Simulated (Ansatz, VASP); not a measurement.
## MgSi3N in VASP and in Ansatz

The input INCAR:

```
ALGO = Normal
EDIFF = 1E-6
ENCUT = 520
GGA = PE
ISIF = 2
ISMEAR = 0
LASPH = T
LCHARG = T
LELF = T
LREAL = F
LVHAR = T
LWAVE = F
NBANDS = 18
NELM = 60
PREC = Accurate
SIGMA = 0.1
```

The input KPOINTS:

```
k-points
0
Gamma
  4 4 4
```

The input POSCAR:

```
MgSi3N
1.0
    2.6663495600     -3.1393061100      0.0000000000
    2.6663495600      3.1393061100      0.0000000000
    0.0000000000      0.0000000000      4.5969433200
Mg Si N
1 3 1
Direct
    0.0000000000      0.0000000000      0.5000000000
    0.7490191000      0.2509809000      0.0000000000
    0.2509809000      0.7490191000      0.0000000000
    0.0000000000      0.0000000000      0.0000000000
    0.5000000000      0.5000000000      0.0000000000
```

Input for Ansatz:

```yaml
crystal:
  lattice:
    - [2.66634956, -3.13930611, 0.0]
    - [2.66634956, 3.13930611, 0.0]
    - [0.0, 0.0, 4.59694332]
  atoms:
    - { symbol: Mg, position: [0.0, 0.0, 0.5] }
    - { symbol: Si, position: [0.7490191, 0.2509809, 0.0] }
    - { symbol: Si, position: [0.2509809, 0.7490191, 0.0] }
    - { symbol: Si, position: [0.0, 0.0, 0.0] }
    - { symbol: "N", position: [0.5, 0.5, 0.0] }
basis:
  ecutwfc: 420
kpoints:
  mp_grid: { grid: [4, 4, 4] }
hamiltonian:
  xc: pbe
scf:
  occupations: { method: gaussian, width: 0.1 }
  lower_state_search: "off"
output:
  forces: true
  stress: true
  eigenvalues: true
```

Alike in both runs: task single point; functional PBE; k mesh 4 × 4 × 4; occupations gaussian, width 0.1 eV; no spin polarisation.

|  | VASP | Ansatz |
| --- | --- | --- |
| version | VASP 6.6.1 | Ansatz 0.2.0 |
| potentials or method | VASP PAW PBE potentials, release 64 (Mg, Si, N), cutoff 520 eV | scalar-relativistic, plane waves, PAW |
| valence electrons in the cell | 19 | 27 |

|  | VASP | Ansatz | Ansatz less VASP |
| --- | --- | --- | --- |
| gap on the k mesh at the Fermi level (eV) | none | none | - |
| rms of the force components (eV/Å) | 10.265 | 10.335 | +0.0702 |

Atom by atom the forces differ by 0.070 eV/Å (rms over components). A gap of «none» marks a metal or a gap that the smearing closes. VASP's potentials hold 19 valence electrons a cell and Ansatz's 27, so a difference there can come from the potentials and not from the codes.

The k mesh is coarse, so the values compare programs but aren't converged.
